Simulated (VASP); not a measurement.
Wanted: the native input for a VASP 6.6.1 run.

- Task: single point
- Functional: r2SCAN
- Potentials or basis: VASP PAW PBE potentials, release 64 (Ga_d, O)
- Cutoff: 520 eV
- k mesh: 8 × 8 × 4
- Occupations: gaussian, width 0.02 eV
- Spin: no spin polarisation
- Dipole correction: no
- Further INCAR settings: ALGO = Normal; EDIFF = 1e-06; NBANDS = 55

The system is Ga2O3.

```xyz
10
Lattice="6.1278 -1.5195 0.0025 6.1278 1.5195 0.0025 -1.3884 0.0000 5.6400" Properties=species:S:1:pos:R:3 pbc="T T T"
Ga    0.0059    0.0000    4.4830
Ga   10.8614    0.0000    1.1620
Ga    7.6365    0.0000    1.7770
Ga    3.2308    0.0000    3.8681
O     1.8610    0.0000    0.6165
O     9.0063    0.0000    5.0286
O     1.3420    0.0000    3.1791
O     9.5253    0.0000    2.4659
O     5.7266    0.0000    1.4477
O     5.1407    0.0000    4.1974
```

These files were run (other wordings do the same):

POSCAR

```
Ga2O3
1.0
    6.1278415954     -1.5195305744      0.0025319685
    6.1278415954      1.5195305744      0.0025319685
   -1.3883847064      0.0000000000      5.6399773694
Ga O
4 6
Direct
    0.0905209730      0.0905209730      0.7947888374
    0.9094790270      0.9094790270      0.2052111626
    0.6587278755      0.6587278755      0.3144766572
    0.3412721245      0.3412721245      0.6855233428
    0.1642143312      0.1642143312      0.1091577322
    0.8357856688      0.8357856688      0.8908422678
    0.1733419984      0.1733419984      0.5635248267
    0.8266580016      0.8266580016      0.4364751733
    0.4962851435      0.4962851435      0.2562373616
    0.5037148565      0.5037148565      0.7437626384
```

INCAR.step1

```
SYSTEM = Ga2O3
ALGO = Normal
EDIFF = 1E-4
ENCUT = 520
GGA = PE
ISMEAR = 0
LASPH = .TRUE.
LCHARG = .FALSE.
LREAL = .FALSE.
LWAVE = .TRUE.
NBANDS = 55
NELM = 60
PREC = Accurate
SIGMA = 0.02
```

INCAR.step2

```
SYSTEM = Ga2O3
ALGO = Normal
EDIFF = 1E-6
ENCUT = 520
ISIF = 2
ISMEAR = 0
ISTART = 1
LASPH = .TRUE.
LCHARG = .TRUE.
LELF = .TRUE.
LMIXTAU = .TRUE.
LREAL = .FALSE.
LVHAR = .TRUE.
LWAVE = .FALSE.
METAGGA = R2SCAN
NBANDS = 55
NELM = 60
PREC = Accurate
SIGMA = 0.02
```

KPOINTS

```
k-points
0
G
  8 8 4
  0 0 0
```

Potentials or basis: VASP PAW PBE potentials, release 64 (Ga_d, O).

Launch:

```console
$ cat potpaw_PBE.64/Ga_d/POTCAR potpaw_PBE.64/O/POTCAR > POTCAR
$ cp INCAR.step1 INCAR
$ mpirun -np 1 vasp_std > vasp.out
$ cp INCAR.step2 INCAR
$ mpirun -np 1 vasp_std > vasp.out
```

It gave:

```yaml
Pressure: 1.8 GPa
Largest_force: 0.083 eV/Å
Band_gap_on_the_k_mesh: 3.01 eV (least direct gap 3.04 eV)
```

Caveat: the PAW data sets were made with another functional, which shifts forces and pressure a little.

Wall time 26 min on 1 thread of Intel(R) Xeon(R) 6975P-C (Granite Rapids) (shared host), peak memory 0.55 GiB.
